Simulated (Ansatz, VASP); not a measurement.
# SnSe: VASP beside Ansatz

Contents of INCAR:

```
ALGO     = Normal         # electronic algorithm
EDIFF    = 1E-6           # SCF threshold, eV
ENCUT    = 520            # plane-wave cutoff, eV
GGA      = CA             # functional
ISIF     = 2              # what is computed and relaxed
ISMEAR   = 0              # smearing method
LASPH    = T              # aspherical terms in the spheres
LCHARG   = F              # write CHGCAR
LREAL    = F              # projectors in reciprocal space
LWAVE    = F              # write WAVECAR
NBANDS   = 17             # bands
NELM     = 80             # most SCF steps
PREC     = Accurate       # precision mode
SIGMA    = 0.01           # smearing width, eV
```

Contents of KPOINTS:

```
k-points
0
Gamma
  8 8 8
```

The input POSCAR:

```
SnSe
1.0
    0.0000000000      2.9264877525      2.9264877525
    2.9264877525      0.0000000000      2.9264877525
    2.9264877525      2.9264877525      0.0000000000
Sn Se
1 1
Direct
    0.0000000000      0.0000000000      0.0000000000
    0.5000000000      0.5000000000      0.5000000000
```

Input for Ansatz:

```yaml
crystal:
  lattice:
    - [0.0, 2.9264877525, 2.9264877525]
    - [2.9264877525, 0.0, 2.9264877525]
    - [2.9264877525, 2.9264877525, 0.0]
  atoms:
    - { symbol: Sn, position: [0.0, 0.0, 0.0] }
    - { symbol: Se, position: [0.5, 0.5, 0.5] }
basis:
  ecutwfc: 420
kpoints:
  mp_grid: { grid: [8, 8, 8] }
hamiltonian:
  xc: lda
scf:
  occupations: { method: fixed }
output:
  forces: true
  stress: true
  eigenvalues: true
  write_density: true
  write_potential: true
  elf: true
  volumetric_format: npy
```

Alike in both runs: task single point; functional LDA; k mesh 8 × 8 × 8; no spin polarisation.

|  | VASP | Ansatz |
| --- | --- | --- |
| version | VASP 6.6.1 | Ansatz 0.2.0 |
| potentials or method | VASP PAW LDA potentials, release 64 (Sn_d, Se), cutoff 520 eV | scalar-relativistic, plane waves, PAW |
| occupations | gaussian, width 0.01 eV | fixed |
| valence electrons in the cell | 20 | 30 |

```csv
,VASP,Ansatz,Ansatz less VASP
gap on the k mesh at the Fermi level (eV),0.74,0.75,+0.010
least direct gap on the mesh (eV),0.93,0.94,+0.004
pressure (GPa),1.4,1.3,-0.15
```

LDA's correlation is that of Perdew and Zunger in VASP and of Perdew and Wang (1992) in Ansatz. VASP's potentials hold 20 valence electrons a cell and Ansatz's 30, so a difference there can come from the potentials and not from the codes.
